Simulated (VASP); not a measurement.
Runs of VASP 6.6.1 on Au. The structure is that of space group Pm-3m (No. 221), or close to it. The cells are those of the table. This isn't the form of Au at room conditions, which is fcc.

```csv
task,cell,gap on the mesh (eV),pressure (GPa)
single point,"a = 2.616 Å, 1 atom",none,(a)
relaxation of cell and atoms,"relaxed from a = 2.650 Å, 1 atom",none,0.0
single point,"a = 2.578 Å, 1 atom",none,20.7
single point,"a = 2.547 Å, 1 atom",none,30.7
relaxation of cell and atoms,"relaxed to 30 GPa from a = 2.650 Å, 1 atom",none,30.0
```

Alike in all rows: level LDA; potentials or basis VASP PAW LDA potentials, release 64 (Au); no spin polarisation; k mesh 17 × 17 × 17; cutoff (eV) 500; smearing fermi-dirac 0.05 eV.

Question: Fill in the values left out.

Answer: (a) 10.6.

Caveats: spin-orbit coupling is left out, which moves the levels of the heavy elements; the cell stands under pressure (at least some runs); the cell is relaxed towards a set pressure, so the run minimises the enthalpy, not the energy (at least some runs).

A k mesh can miss the band edges, and the runs leave out spin-orbit coupling on Au.

A gap of «none» marks levels without a gap at the run's occupations.
